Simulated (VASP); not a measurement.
Runs of VASP 6.6.1 on Ir. The structure is that of space group P6_3/mmc (No. 194), or close to it. The cells are those of the table. 

```csv
task,cell,cutoff (eV),gap on the mesh (eV),pressure (GPa)
relaxation of cell and atoms,"relaxed to 40 GPa from a = 2.710, b = 2.710, c = 4.425 Å, angles 90.0, 90.0, 120.0°, 2 atoms",600,none,40.0
relaxation of cell and atoms,"relaxed from a = 2.710, b = 2.710, c = 4.425 Å, angles 90.0, 90.0, 120.0°, 2 atoms",600,none,0.0
single point,"a = 2.632, b = 2.632, c = 4.277 Å, angles 90.0, 90.0, 120.0°, 2 atoms",520,none,61.5
single point,"a = 2.747, b = 2.747, c = 4.455 Å, angles 90.0, 90.0, 120.0°, 2 atoms",520,none,0.5
relaxation of cell and atoms,"relaxed to 60 GPa from a = 2.710, b = 2.710, c = 4.425 Å, angles 90.0, 90.0, 120.0°, 2 atoms",600,none,60.0
relaxation of cell and atoms,"relaxed to 20 GPa from a = 2.710, b = 2.710, c = 4.425 Å, angles 90.0, 90.0, 120.0°, 2 atoms",600,none,20.1
single point,"a = 2.700, b = 2.700, c = 4.383 Å, angles 90.0, 90.0, 120.0°, 2 atoms",520,none,(a)
single point,"a = 2.663, b = 2.663, c = 4.325 Å, angles 90.0, 90.0, 120.0°, 2 atoms",520,none,41.1
```

Alike in all rows: level PBE; potentials or basis VASP PAW PBE potentials, release 64 (Ir); no spin polarisation; k mesh 9 × 9 × 5; smearing fermi-dirac 0.05 eV.

Estimate the missing entries.

(a) 20.8.

Caveats: spin-orbit coupling is left out, which moves the levels of the heavy elements; the cell is relaxed towards a set pressure, so the enthalpy falls and the energy may rise (some runs).

A k mesh can miss the band edges, and the runs leave out spin-orbit coupling on Ir.

A gap of «none» marks levels without a gap at the run's occupations.
